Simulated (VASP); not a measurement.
# SiS in VASP: single point with AM05

Aim: the single point of SiS with AM05.

Everything below comes from runs of VASP 6.6.1. Logs are shortened: lines on timing, memory, paths and dates and some standing lists are left out, and cuts for length are marked.

## 1. The cell of the first run

The cell holds a molecule in a box, 2 atoms: a = 9.000 Å, b = 9.000 Å, c = 11.000 Å, α = 90.00°, β = 90.00°, γ = 90.00°.

## 2. Single point, AM05

The input, POSCAR:

```
SiS
1.0
    9.0000000000      0.0000000000      0.0000000000
    0.0000000000      9.0000000000      0.0000000000
    0.0000000000      0.0000000000     11.0000000000
Si S
1 1
Direct
    0.5014444400      0.5023333300      0.4153945000
    0.5014444400      0.5023333300      0.5907873200
```

The input, INCAR.step1:

```
SYSTEM = SiS
ALGO = Normal
EDIFF = 1E-5
EFERMI = MIDGAP
ENCUT = 400
GGA = PE
GGA_COMPAT = .False.
ISIF = 0
ISMEAR = 0
LASPH = .True.
LCHARG = .True.
LREAL = .False.
LWAVE = .True.
NELM = 100
NELMDL = -8
PREC = Accurate
SIGMA = 0.03
```

The input, INCAR.step2:

```
SYSTEM = SiS
ALGO = All
EDIFF = 1E-6
EFERMI = MIDGAP
ENCUT = 400
GGA = AM
GGA_COMPAT = .False.
ISEARCH = 1
ISIF = 0
ISMEAR = 0
ISTART = 1
LASPH = .True.
LCHARG = .False.
LREAL = .False.
LWAVE = .False.
NELM = 100
NELMDL = -8
PREC = Accurate
SIGMA = 0.03
```

The input, KPOINTS:

```
k-points
0
Gamma
  1 1 1
```

Potentials or basis: VASP PAW PBE potentials, release 64 (Si, S).

The run is started by

```sh
$ cat potpaw_PBE.64/Si/POTCAR potpaw_PBE.64/S/POTCAR > POTCAR
$ cp INCAR.step1 INCAR
$ mpirun -np 1 vasp_gam > vasp.out
$ cp INCAR.step2 INCAR
$ mpirun -np 1 vasp_gam > vasp.out
```

OUTCAR:

```text
SYSTEM = SiS
   EDIFF = 1E-6
   EFERMI = MIDGAP
   ENCUT = 400
   GGA = AM
   ISIF = 0
   ISMEAR = 0
   ISTART = 1
   LASPH = .True.
   LREAL = .False.
   NELM = 100
   NELMDL = -8
   PREC = Accurate

 Found      1 irreducible k-points:

 Following reciprocal coordinates:
            Coordinates               Weight
  0.000000  0.000000  0.000000      1.000000
   k-points           NKPTS =      1   k-points in BZ     NKDIM =      1   number of bands    NBANDS=      9
   number of dos      NEDOS =    301   number of ions     NIONS =      2
   total plane-waves  NPLWV = 259200
   dimension x,y,z NGX =    60 NGY =   60 NGZ =   72
   dimension x,y,z NGXF=   120 NGYF=  120 NGZF=  144
   ions per type =               1   1
   NGX,Y,Z   is equivalent  to a cutoff of  11.08, 11.08, 10.88 a.u.
   NGXF,Y,Z  is equivalent  to a cutoff of  22.17, 22.17, 21.76 a.u.
 SYSTEM =  SiS
   PREC   = accura    normal or accurate (medium, high low for compatibility)
   ISTART =      1    job   : 0-new  1-cont  2-samecut
   ICHARG =      0    charge: 1-file 2-atom 10-const
   ISPIN  =      1    spin polarized calculation?
   LNONCOLLINEAR =      F non collinear calculations
   LSORBIT =      F    spin-orbit coupling
   LASPH  =      T    aspherical Exc in radial PAW
   ENCUT  =  400.0 eV  29.40 Ry    5.42 a.u.  14.68 14.68 17.94*2*pi/ulx,y,z
   NELM   =    100;   NELMIN=  2; NELMDL= -8     # of ELM steps
   EDIFF  = 0.1E-05   stopping-criterion for ELM
   LREAL  =      F    real-space projection
   EDIFFG = 0.1E-04   stopping-criterion for IOM
   NSW    =      0    number of steps for IOM
   IBRION =     -1    ionic relax: 0-MD 1-quasi-New 2-CG
   NFREE  =      0    steps in history (QN), initial steepest desc. (CG)
   ISIF   =      0    stress and relaxation
   ISYM   =      2    0-nonsym 1-usesym 2-fastsym
   POTIM  = 0.5000    time-step for ionic-motion
   TEBEG  =    0.0;   TEEND  =   0.0 temperature during run

   SCALEE = 1.0000    scale energy and forces
   PSTRESS=    0.0 pullay stress
   NELECT =      10.0000    total number of electrons
   NUPDOWN=      -1.0000    fix difference up-down
   EMIN   =  10.00;   EMAX   =-10.00  energy-range for DOS
   EFERMI =   0.00;   METHOD = MIDGAP
   ISMEAR =     0;   SIGMA  =   0.03  broadening in eV -4-tet -1-fermi 0-gaus
   EFERMI_NEDOS =   21; number of points for ismear=-14 and -15
   IALGO  =     58    algorithm
   IMIX   =      4    mixing-type and parameters
     AMIX     =   0.40;   BMIX     =  1.00
     AMIX_MAG =   1.60;   BMIX_MAG =  1.00
  volume/ion in A,a.u.               =     445.50      3006.38
  Fermi-wavevector in a.u.,A,eV,Ry     =   0.366535  0.692651  1.827915  0.134348
  Thomas-Fermi vector in A             =   1.290957
   LORBIT       =      0    0 simple, 1 ext, 2 COOP (PROOUT), +10 PAW based schemes
   GGA     = AM    functional components
   LHFCALC =     F    Hartree Fock is set to
   AEXX    =    0.0000 exact exchange contribution
   IVDW    =     0    specifies the selected vdW correction
   LEPSILON=     F    determine dielectric tensor
   LRPA    =     F    only Hartree local field effects (RPA)

   CSHIFT  =0.1000    complex shift for real part using Kramers Kronig

   OMEGAMAX=  -1.0    maximum frequency
 non-spin polarized calculation
 Gauss-broadening in eV      SIGMA  =   0.03
  energy-cutoff  :      400.00
  volume of cell :      891.00
 maximum number of plane-waves:      8086
 NGX is ok and might be reduce to    60
   NGX = 29   NGY = 29   NGZ = 35

 number of electron      10.0000002 magnetization

 Free energy of the ion-electron system (eV)
  ---------------------------------------------------
  ext. energy  EPLUGINS =         0.00000000
  ---------------------------------------------------
  free energy    TOTEN  =        -8.55684188 eV

  energy without entropy =       -8.55684188  energy(sigma->0) =       -8.55684188

 E-fermi :  -4.5151     XC(G=0):  -1.4673

 val. band max:       -6.4124996886   @ k =   0.0000   0.0000   0.0000
 cond. band min:      -2.6178236757   @ k =   0.0000   0.0000   0.0000
 fundamental gap:      3.7946760129
 Fermi energy:        -4.5150890843

 k-point     1 :       0.0000    0.0000    0.0000
  band No.  band energies     occupation
      1     -17.1794      2.00000
      2     -10.3683      2.00000
      3      -6.6998      2.00000
      4      -6.6998      2.00000
      5      -6.4125      2.00000
      6      -2.6178      0.00000
      7      -2.6178      0.00000
      8      -0.4949      0.00000
      9       0.4019      0.00000

------------------------ aborting loop because EDIFF is reached ----------------------------------------

 VOLUME and BASIS-vectors are now :
 -----------------------------------------------------------------------------
  energy-cutoff  :      400.00
  volume of cell :      891.00
      direct lattice vectors                 reciprocal lattice vectors
     9.000000000  0.000000000  0.000000000     0.111111111  0.000000000  0.000000000
     0.000000000  9.000000000  0.000000000     0.000000000  0.111111111  0.000000000
     0.000000000  0.000000000 11.000000000     0.000000000  0.000000000  0.090909091

 POSITION                                       TOTAL-FORCE (eV/Angst)
 -----------------------------------------------------------------------------------
      4.51300      4.52100      4.56934         0.000000     -0.000000     -0.387084
      4.51300      4.52100      6.49866         0.000000      0.000000      0.387084
 -----------------------------------------------------------------------------------
    total drift:                               -0.000033     -0.000032      0.000737

  FREE ENERGIE OF THE ION-ELECTRON SYSTEM (eV)
  ---------------------------------------------------
  free  energy   TOTEN  =        -8.5568418833 eV

  energy  without entropy=       -8.5568418833  energy(sigma->0) =       -8.55684188
```

OSZICAR.step1:

```text
N       E                     dE             d eps       ncg     rms          rms(c)
DAV:   1     0.449672454834E+02    0.44967E+02   -0.25065E+03    26   0.548E+02
DAV:   2    -0.468215870870E+01   -0.49649E+02   -0.49609E+02    35   0.931E+01
DAV:   3    -0.921723669366E+01   -0.45351E+01   -0.45334E+01    20   0.392E+01
[... 14 lines left out ...]
DAV:  18    -0.838714625166E+01   -0.80642E-03   -0.95721E-05    19   0.487E-02    0.305E-02
DAV:  19    -0.838767479178E+01   -0.52854E-03   -0.64758E-05    19   0.368E-02    0.397E-03
DAV:  20    -0.838775230949E+01   -0.77518E-04   -0.70710E-06    19   0.123E-02    0.992E-03
DAV:  21    -0.838783604369E+01   -0.83734E-04   -0.17694E-05    18   0.177E-02    0.239E-03
DAV:  22    -0.838783957981E+01   -0.35361E-05   -0.33539E-07    19   0.307E-03
   1 F= -.83878396E+01 E0= -.83878396E+01  d E =0.000000E+00
```

Run time: 79 s. Hardware: 1 thread of Intel Xeon Platinum 8488C (Sapphire Rapids), shared host; peak memory 0.51 GiB.

What came out:

| Property | Result |
| --- | --- |
| Free energy | -8.5568 eV |
| Largest force | 0.387 eV/Å |
| Gap between the frontier levels | 3.79 eV |

Forces in eV/Å, atoms in the order of the input:
```
Si   0.000  0.000 -0.387
S    0.000  0.000  0.387
```

Caveat: the PAW data sets were made with another functional, which shifts forces and pressure a little.
